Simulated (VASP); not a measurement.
Crystal: Ge.

```xyz
2
Lattice="-0.0495 2.8441 2.8441 2.8441 -0.0495 2.8441 2.8441 2.8441 -0.0495" Properties=species:S:1:pos:R:3 pbc="T T T"
Ge   -0.0061   -0.0061   -0.0061
Ge    1.4157    1.4157    1.4157
```

This cell differs from its parent crystal: epitaxial 111 strain +2.0%.

Base run:

```yaml
Program: VASP 6.6.1
Functional: PBE
Potentials_or_basis: VASP PAW PBE potentials, release 64 (Ge_d)
Cutoff: 520 eV
k_mesh: 8 × 8 × 8
Occupations: fermi-dirac, width 0.02 eV
Spin: no spin polarisation
```

Its results: band gap on the k mesh zero (band 14 reaches 4.53 eV, above the bottom of band 15 at 4.41 eV); pressure 0.8 GPa; largest force 0.030 eV/Å.

Q: The run is repeated on the same cell with these changes: functional from PBE to r2SCAN. What comes out?

A: Band gap on the k mesh 0.06 eV, indirect (least direct gap 0.15 eV); pressure -2.1 GPa; largest force 0.014 eV/Å.

Caveats: the PAW data sets were made with another functional, which shifts forces and pressure a little (some runs).

A k mesh can miss the band edges.
